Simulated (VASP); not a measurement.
Li2S, 3 atoms in the cell. Symmetry: Fm-3m, No. 225, cubic system. The conventional cell has a = 5.579 Å, b = 5.579 Å, c = 5.579 Å, α = 90.00°, β = 90.00°, γ = 90.00°. Within 3.2 Å of Li (site symmetry -43m) lie 4 S at 2.42 Å and 6 Li at 2.79 Å. S (site symmetry m-3m) has 8 Li at 2.42 Å within 3.2 Å.  This cell differs from its parent crystal: volume scaled by 0.96.

| Quantity | Value |
| --- | --- |
| Program | VASP 6.6.1 |
| Task | single point |
| Functional | PBEsol |
| Potentials or basis | VASP PAW PBE potentials, release 64 (Li_sv, S) |
| Cutoff | 750 eV |
| k mesh | 8 × 8 × 8 |
| Occupations | gaussian, width 0.05 eV |
| Spin | no spin polarisation |
| Dipole correction | no |
| Further INCAR settings | ALGO = Normal; EDIFF = 1e-06; NBANDS = 13 |

Potentials or basis: VASP PAW PBE potentials, release 64 (Li_sv, S).

Run with:

```console
$ cat potpaw_PBE.64/Li_sv/POTCAR potpaw_PBE.64/S/POTCAR > POTCAR
$ mpirun -np 1 vasp_std > vasp.out
```

Hardware: 1 thread of AMD EPYC 7R13, on a shared host.

Task: How long does it take, and how much memory?

Result: Run time: 52 s on 1 thread of AMD EPYC 7R13, with other jobs on the host, peak memory 0.17 GiB. Counts: scf iterations 12, k points 29.
